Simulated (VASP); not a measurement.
Here is a VASP 6.6.1 calculation.

File INCAR:

```
PREC     = Accurate       # precision mode
ENCUT    = 600            # plane-wave cutoff, eV
EDIFF    = 1E-6           # SCF threshold, eV
ISMEAR   = -1             # smearing method
SIGMA    = 0.01           # smearing width, eV
LREAL    = F              # projectors in reciprocal space
LASPH    = T              # aspherical terms in the spheres
NELM     = 100            # most SCF steps
ALGO     = Normal         # electronic algorithm
ISIF     = 3              # what is computed and relaxed
LWAVE    = F              # write WAVECAR
LCHARG   = F              # write CHGCAR
GGA      = PS             # functional
IBRION   = 2              # ionic algorithm
NSW      = 80             # ionic steps
EDIFFG   = -0.01          # ionic threshold
```

File KPOINTS:

```
Automatic mesh
0
Gamma
  9 9 9
```

POSCAR

```
Si
1.0
    0.0000000000      2.7153500000      2.7153500000
    2.7153500000      0.0000000000      2.7153500000
    2.7153500000      2.7153500000      0.0000000000
Si
2
Direct
    0.0000000000      0.0000000000      0.0000000000
    0.2500000000      0.2500000000      0.2500000000
```

Potentials or basis: VASP PAW PBE potentials, release 64 (Si).

Launch:

```console
$ cat potpaw_PBE.64/Si/POTCAR > POTCAR
$ mpirun -np 1 vasp_std > vasp.out
```

Problem. Predict the band gap on the k mesh.

Solution. 0.47 eV (least direct gap 2.52 eV).

Problem. What does it give for the relaxed cell?

Solution. a = 3.844 Å, b = 3.844 Å, c = 3.844 Å, α = 60.00°, β = 60.00°, γ = 60.00°.

Problem. What does it give for the relaxed volume?

Solution. 20.08 Å³/atom.

Problem. Predict the space group after relaxing (to 0.1 Å).

Solution. Fd-3m (No. 227).

Final structure:
```cif
data_structure
_symmetry_space_group_name_H-M 'P 1'
_symmetry_Int_Tables_number 1
_cell_length_a 3.8436
_cell_length_b 3.8436
_cell_length_c 3.8436
_cell_angle_alpha 60.000
_cell_angle_beta 60.000
_cell_angle_gamma 60.000
_cell_volume 40.15
loop_
_atom_site_label
_atom_site_type_symbol
_atom_site_fract_x
_atom_site_fract_y
_atom_site_fract_z
_atom_site_occupancy
Si1 Si 0.00000 0.00000 0.00000 1
Si2 Si 0.25000 0.25000 0.25000 1
```

Caveat: the PAW data sets were made with another functional, which shifts forces and pressure a little; an odd mesh through Γ misses points on the zone boundary, where band edges can lie. As with any semilocal functional, this PBEsol gap is likely too small.
